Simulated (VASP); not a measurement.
Runs of VASP 6.6.1 on Mg2Al. The structure is that of space group Fm-3m (No. 225), or close to it. The cells are those of the table. 

```tsv
task	cell	k mesh	cutoff (eV)	gap on the mesh (eV)	pressure (GPa)	relaxed volume (Å³/atom)
single point	a = 4.699 Å, angles 60.0°, 3 atoms	12 × 12 × 12	520	none	-0.1	-
relaxation of cell and atoms	relaxed from a = 4.702 Å, angles 60.0°, 3 atoms	12 × 12 × 12	600	none	0.0	24.42
relaxation of cell and atoms	relaxed from a = 4.293 Å, angles 60.0°, 3 atoms	6 × 6 × 6	600	none	0.1	(a)
single point	a = 4.702 Å, angles 60.0°, 3 atoms	6 × 6 × 6	520	none	-0.1	-
single point	a = 4.293 Å, angles 60.0°, 3 atoms	6 × 6 × 6	520	none	18.1	-
```

Alike in all rows: level PBE; potentials or basis VASP PAW PBE potentials, release 64 (Mg, Al); no spin polarisation; smearing gaussian 0.1 eV.

Question: Estimate the missing entries.

Answer: (a) 24.37.

Caveats: the volume moved by over 15 % at a fixed basis, so the end points are rough (some runs).

A gap of «none» marks levels without a gap at the run's occupations.
